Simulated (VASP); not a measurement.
Here is a VASP 6.6.1 calculation.

The input INCAR:

```
  ALGO = Normal
  EDIFF = 1E-6
  EDIFFG = -0.005
  ENCUT = 600
  GGA = PE
  IBRION = 2
  ISIF = 3
  ISMEAR = -1
  LASPH = T
  LCHARG = F
  LREAL = F
  LWAVE = F
  NELM = 60
  NSW = 32
  PREC = Accurate
  PSTRESS = 220.0
  SIGMA = 0.08
```

File KPOINTS:

```
k-points
0
Gamma
  16 16 16
```

File POSCAR:

```
Zn
1.0
    2.4235522743      0.0000000000      0.0000000000
    0.0000000000      2.4235522743      0.0000000000
    0.0000000000      0.0000000000      2.4235522743
Zn
1
Direct
    0.0000000000      0.0000000000      0.0000000000
```

Potentials or basis: VASP PAW PBE potentials, release 64 (Zn).

The run is started by

```console
$ cat potpaw_PBE.64/Zn/POTCAR > POTCAR
$ mpirun -np 1 vasp_std > vasp.out
```

**Question.** Predict the space group after relaxing (to 0.1 Å).

**Answer.** Pm-3m (No. 221).

**Question.** Estimate the band gap on the k mesh.

**Answer.** Zero (bands 6 and 7 overlap by 9.22 eV).

The path:
| step | energy change (eV) | largest force (eV/Å) | pressure (GPa) | volume (Å³) |
| --- | --- | --- | --- | --- |
| 1 | 0.0000 | 0.0000 | 22.43 | 14.23 |
| 2 | -0.0107 | 0.0000 | 21.67 | 14.31 |
| 3 | -0.0065 | 0.0000 | 22.01 | 14.28 |

Caveat: the cell is relaxed towards a set pressure, so the run minimises the enthalpy, not the energy.
